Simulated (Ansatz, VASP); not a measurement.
## One calculation of KI, two programs

```
K I
1.0
     0.14961    3.58757    3.58757
     3.58757    0.14961    3.58757
     3.58757    3.58757    0.14961
K I
1 1
Direct
  0.00000 0.00000 0.00000
  0.50000 0.50000 0.50000
```

Change from the starting cell: epitaxial_111 strain -3.0%.

Alike in both runs: task single point; functional r2SCAN; k mesh 6 × 6 × 6; no spin polarisation.

```csv
,VASP,Ansatz
version,VASP 6.6.1,Ansatz 0.2.0
potentials or method,"VASP PAW PBE potentials, release 64 (K_sv, I)","plane waves, PAW"
plane-wave cutoff (eV),520,500
occupations,"gaussian, width 0.01 eV",fixed
valence electrons in the cell,16,26
```

|  | VASP | Ansatz | Ansatz less VASP |
| --- | --- | --- | --- |
| gap on the k mesh at the Fermi level (eV) | 4.57 | 4.57 | +0.003 |
| pressure (GPa) | 0.4 | 0.4 | 0.00 |
| traceless stress, the component that is largest in VASP (GPa) | -0.18 | -0.18 | -0.001 |

VASP's potentials were made for PBE, not for r2SCAN. VASP's potentials hold 16 valence electrons a cell and Ansatz's 26, so a difference there can come from the potentials and not from the codes.

Spin-orbit coupling is off throughout.
